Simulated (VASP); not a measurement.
**Pt: relaxation of cell and atoms with PBEsol**

Crystal: Pt.

```
CELL_PARAMETERS angstrom
1.48770 0.85892 7.18995
-1.48770 0.85892 7.18995
0.00000 -1.71784 7.18995
ATOMIC_POSITIONS crystal
Pt 0.00000 0.00000 0.00000
Pt 0.22222 0.22222 0.22222
Pt 0.77778 0.77778 0.77778
```

```
Program                : VASP 6.6.1
Task                   : relaxation of cell and atoms
Functional             : PBEsol
Potentials or basis    : VASP PAW PBE potentials, release 64 (Pt)
Cutoff                 : 600 eV
k mesh                 : 6 × 6 × 6
Occupations            : gaussian, width 0.1 eV
Spin                   : no spin polarisation
Dipole correction      : no
Further INCAR settings : ALGO = Normal; EDIFF = 1e-06; IBRION = 2; EDIFFG = -0.04; NSW = 90; ISIF = 3
```

```yaml
Relaxed_volume: 15.02 Å³/atom
Relaxed_cell: a = 7.145 Å, b = 7.145 Å, c = 7.145 Å, α = 22.05°, β = 22.05°, γ = 22.05°
Space_group_after_relaxing_to_0.1_Å: R-3m (No. 166)
Pressure_after_relaxing: 0.0 GPa
Largest_force_after_relaxing: 0.026 eV/Å
Band_gap_on_the_k_mesh: zero (bands 15 and 16 overlap by 1.64 eV)
```

Forces on the atoms (eV/Å):
```
Pt   0.000  0.000  0.000
Pt   0.000  0.000 -0.026
Pt   0.000  0.000  0.026
```

Stress tensor (GPa, compression positive):
```
-0.06  0.00  0.00
 0.00 -0.06  0.00
 0.00  0.00  0.04
```

Final structure:
```xyz
3
Lattice="1.3663 0.7888 6.9685 -1.3663 0.7888 6.9685 0.0000 -1.5777 6.9685" Properties=species:S:1:pos:R:3 pbc="T T T"
Pt    0.0000    0.0000    0.0000
Pt    0.0000    0.0000    4.6565
Pt    0.0000    0.0000   16.2491
```

Levels at points of the mesh, in eV from the Fermi level:
| k point | band 13 | band 14 | band 15 | band 16 | band 17 | band 18 | band 19 |
| --- | --- | --- | --- | --- | --- | --- | --- |
| (0.00, 0.00, 0.00) | -1.93 | -1.93 | -0.72 | -0.72 | -0.46 | -0.46 | 9.52 |
| (0.50, 0.00, 0.00) | 0.25 | 0.44 | 0.45 | 0.57 | 2.65 | 3.27 | 6.80 |
| (0.50, 0.50, 0.00) | 0.32 | 0.33 | 0.38 | 0.50 | 2.50 | 3.51 | 6.39 |
| (0.50, 0.50, 0.50) | -1.57 | -1.35 | -1.35 | -0.87 | -0.16 | -0.16 | 5.25 |

Run time: 19 min on 1 thread of Intel(R) Xeon(R) Platinum 8488C (Sapphire Rapids) (shared host), peak memory 0.58 GiB.

Caveat: the k points lie up to 0.45 Å⁻¹ apart in the final cell, too coarse for converged energies and pressures of a metal; the volume moved by over 15 % at a fixed basis, so the end points are rough; the PAW data sets were made with another functional, which shifts forces and pressure a little; spin-orbit coupling is left out, which moves the levels of the heavy elements.
